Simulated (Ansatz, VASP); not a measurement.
# One calculation of Ge3Pd, two programs

Contents of INCAR:

```
SYSTEM = Ge3Pd
PREC = Accurate
ENCUT = 520
EDIFF = 1E-6
ISMEAR = 0
SIGMA = 0.1
LREAL = .FALSE.
LASPH = .TRUE.
NELM = 150
ALGO = Normal
ISIF = 2
LWAVE = .FALSE.
LCHARG = .FALSE.
ISPIN = 2
MAGMOM = 0 0 0 1
LORBIT = 11
LMAXMIX = 4
GGA = PE
NBANDS = 38
```

File KPOINTS:

```
Automatic mesh
0
G
  6 6 6
  0 0 0
```

POSCAR

```
Ge3Pd
1.0
    5.4708856273      0.0000000000      0.0000000000
   -2.7354428137      4.7379259344      0.0000000000
    0.0000000000      0.0000000000      2.8550085703
Ge Pd
3 1
Direct
    0.4013907932      0.0000000000      0.5000000000
    0.0000000000      0.4013907932      0.5000000000
    0.5986092068      0.5986092068      0.5000000000
    0.0000000000      0.0000000000      0.0000000000
```

Input for Ansatz:

```yaml
crystal:
  lattice:
    - [5.4708856273, 0.0, 0.0]
    - [-2.7354428137, 4.7379259344, 0.0]
    - [0.0, 0.0, 2.8550085703]
  atoms:
    - { symbol: Ge, position: [0.4013907932, 0.0, 0.5] }
    - { symbol: Ge, position: [0.0, 0.4013907932, 0.5] }
    - { symbol: Ge, position: [0.5986092068, 0.5986092068, 0.5] }
    - { symbol: Pd, position: [0.0, 0.0, 0.0], spin: 1.0 }
basis:
  ecutwfc: 420
kpoints:
  mp_grid: { grid: [6, 6, 6] }
hamiltonian:
  xc: pbe
scf:
  occupations: { method: gaussian, width: 0.1 }
  lower_state_search: "off"
output:
  forces: true
  stress: true
  eigenvalues: true
  populations: true
magnetization:
  spin_polarized: true
```

Alike in both runs: task single point; functional PBE; k mesh 6 × 6 × 6; occupations gaussian, width 0.1 eV; collinear spin.

|  | VASP | Ansatz |
| --- | --- | --- |
| version | VASP 6.6.1 | Ansatz 0.2.0 |
| potentials or method | VASP PAW PBE potentials, release 64 (Ge_d, Pd), cutoff 520 eV | scalar-relativistic, plane waves, PAW |
| valence electrons in the cell | 52 | 60 |

Ansatz gave:

```
gap on the k mesh at the Fermi level (eV) : none
pressure (GPa)                            : 0.0
rms of the force components (eV/Å)        : 0.001
net moment per atom (μB)                  : 0.00
```

Task: What did VASP give for the same quantities?

Result: gap on the k mesh at the Fermi level (eV): none; pressure (GPa): 0.1; rms of the force components (eV/Å): 0.006; net moment per atom (μB): 0.00.

Atom by atom the forces differ by 0.005 eV/Å (rms over components). A gap of «none» marks a metal or a gap that the smearing closes. VASP's potentials hold 52 valence electrons a cell and Ansatz's 60, so a difference there can come from the potentials and not from the codes. Ansatz's warnings: seeded moment not kept.

The k mesh is coarse, so the values compare programs but aren't converged.
